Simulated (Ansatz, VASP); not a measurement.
**BeB2: VASP beside Ansatz**

File INCAR:

```
SYSTEM = BeB2
PREC     = Accurate       ! precision mode
ENCUT    = 600            ! plane-wave cutoff, eV
EDIFF    = 1E-6           ! SCF threshold, eV
ISMEAR   = -1             ! smearing method
SIGMA    = 0.05           ! smearing width, eV
LREAL    = .False.        ! projectors in reciprocal space
LASPH    = .True.         ! aspherical terms in the spheres
NELM     = 120            ! most SCF steps
ALGO     = Normal         ! electronic algorithm
ISIF     = 2              ! what is computed and relaxed
LWAVE    = .False.        ! write WAVECAR
LCHARG   = .True.         ! write CHGCAR
LELF     = .True.         ! ELF
LVHAR    = .True.       
NBANDS   = 11             ! bands
GGA_COMPAT= .False.
```

The input KPOINTS:

```
regular mesh
0
Gamma
  11 11 10
  0 0 0
```

File POSCAR:

```
BeB2
1.0
    2.9394232609      0.0000000000      0.0000000000
   -1.4697116304      2.5456152513      0.0000000000
    0.0000000000      0.0000000000      2.8868943227
Be B
1 2
Direct
    0.0000000000      0.0000000000      0.0000000000
    0.3333333333      0.6666666667      0.5000000000
    0.6666666667      0.3333333333      0.5000000000
```

Input for Ansatz:

```yaml
crystal:
  lattice:
    - [2.939423260870423, 0.0, 0.0]
    - [-1.4697116304352116, 2.5456152512910193, 0.0]
    - [0.0, 0.0, 2.886894322715577]
  atoms:
    - { symbol: Be, position: [0.0, 0.0, 0.0] }
    - { symbol: B, position: [0.3333333333333333, 0.6666666666666666, 0.5] }
    - { symbol: B, position: [0.6666666666666666, 0.3333333333333333, 0.5] }
basis:
  ecutwfc: 510.0
kpoints:
  mp_grid:
    grid: [11, 11, 10]
hamiltonian:
  xc: lda
  pseudopotentials:
    kind: paw
scf:
  occupations:
    method: fermi_dirac
    width: 0.05
output:
  stress: true
```

Alike in both runs: task single point; functional LDA; k mesh 11 × 11 × 10; occupations fermi-dirac, width 0.05 eV; no spin polarisation.

```csv
,VASP,Ansatz
version,VASP 6.6.1,Ansatz 0.2.0
potentials or method,"VASP PAW LDA potentials, release 64 (Be, B), cutoff 600 eV","plane waves, PAW"
valence electrons in the cell,8,8
```

|  | VASP | Ansatz | Ansatz less VASP |
| --- | --- | --- | --- |
| pressure (GPa) | -9.0 | -9.4 | -0.31 |
| traceless stress, the component that is largest in VASP (GPa) | 1.28 | 1.42 | +0.141 |

LDA's correlation is that of Perdew and Zunger in VASP and of Perdew and Wang (1992) in Ansatz.
